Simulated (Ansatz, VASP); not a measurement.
## SnO in VASP and in Ansatz

```
Sn O
1.0
     0.00000    2.53697    2.53697
     2.53697    0.00000    2.53697
     2.53697    2.53697    0.00000
Sn O
1 1
Direct
  0.00000 0.00000 0.00000
  0.50000 0.50000 0.50000
```

Alike in both runs: task single point; functional PBE; k mesh 6 × 6 × 6; no spin polarisation.

|  | VASP | Ansatz |
| --- | --- | --- |
| version | VASP 6.6.1 | Ansatz 0.2.0 |
| potentials or method | VASP PAW PBE potentials, release 64 (Sn_d, O) | plane waves, PAW |
| plane-wave cutoff (eV) | 520 | 420 |
| occupations | gaussian, width 0.01 eV | fixed |
| valence electrons in the cell | 20 | 20 |

```tsv
	VASP	Ansatz	Ansatz less VASP
gap on the k mesh at the Fermi level (eV)	1.05	1.05	-0.001
pressure (GPa)	2.5	2.5	-0.02
```
